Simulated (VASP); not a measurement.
Set up this calculation in VASP 6.6.1, as the native input.

| Quantity | Value |
| --- | --- |
| Task | single point |
| Functional | r2SCAN |
| Potentials or basis | VASP PAW PBE potentials, release 64 (Li_sv, Se) |
| Cutoff | 830 eV |
| k mesh | 8 × 8 × 8 |
| Occupations | fermi-dirac, width 0.02 eV |
| Spin | no spin polarisation |
| Dipole correction | no |
| Further INCAR settings | ALGO = Normal; EDIFF = 1e-06; NBANDS = 13 |

Li2Se:

```xyz
3
Lattice="0.0000 2.9317 2.9317 2.9317 0.0000 2.9317 2.9317 2.9317 0.0000" Properties=species:S:1:pos:R:3 pbc="T T T"
Li    1.4658    1.4658    1.4658
Li    4.3975    4.3975    4.3975
Se    0.0000    0.0000    0.0000
```

These files were run (other wordings do the same):

POSCAR

```
Li2Se
1.0
    0.0000000000      2.9316871400      2.9316871400
    2.9316871400      0.0000000000      2.9316871400
    2.9316871400      2.9316871400      0.0000000000
Li Se
2 1
Direct
    0.2500000000      0.2500000000      0.2500000000
    0.7500000000      0.7500000000      0.7500000000
    0.0000000000      0.0000000000      0.0000000000
```

INCAR.step1

```
ALGO = Normal ; EDIFF = 1E-5
ENCUT = 830 ; GGA = PE
GGA_COMPAT = F ; ISMEAR = -1
LASPH = T ; LCHARG = F
LREAL = F ; LWAVE = T
NBANDS = 13 ; NELM = 120
PREC = Accurate ; SIGMA = 0.02
```

INCAR.step2

```
ALGO = Normal ; EDIFF = 1E-6
ENCUT = 830 ; GGA_COMPAT = F
ISIF = 2 ; ISMEAR = -1
ISTART = 1 ; LASPH = T
LCHARG = F ; LMIXTAU = T
LREAL = F ; LWAVE = F
METAGGA = R2SCAN ; NBANDS = 13
NELM = 120 ; PREC = Accurate
SIGMA = 0.02
```

KPOINTS

```
k-points
0
Gamma
  8 8 8
```

Potentials or basis: VASP PAW PBE potentials, release 64 (Li_sv, Se).

Command:

```console
$ cat potpaw_PBE.64/Li_sv/POTCAR potpaw_PBE.64/Se/POTCAR > POTCAR
$ cp INCAR.step1 INCAR
$ mpirun -np 1 vasp_std > vasp.out
$ cp INCAR.step2 INCAR
$ mpirun -np 1 vasp_std > vasp.out
```

It gave:

| Item | Value |
| --- | --- |
| Pressure | 2.3 GPa |
| Band gap on the k mesh | 3.40 eV (least direct gap 4.48 eV) |

Caveat: the PAW data sets were made with another functional, which shifts forces and pressure a little.

Run time: 2.2 min on 1 thread of Intel(R) Xeon(R) 6975P-C (Granite Rapids) (shared host), peak memory 0.27 GiB.
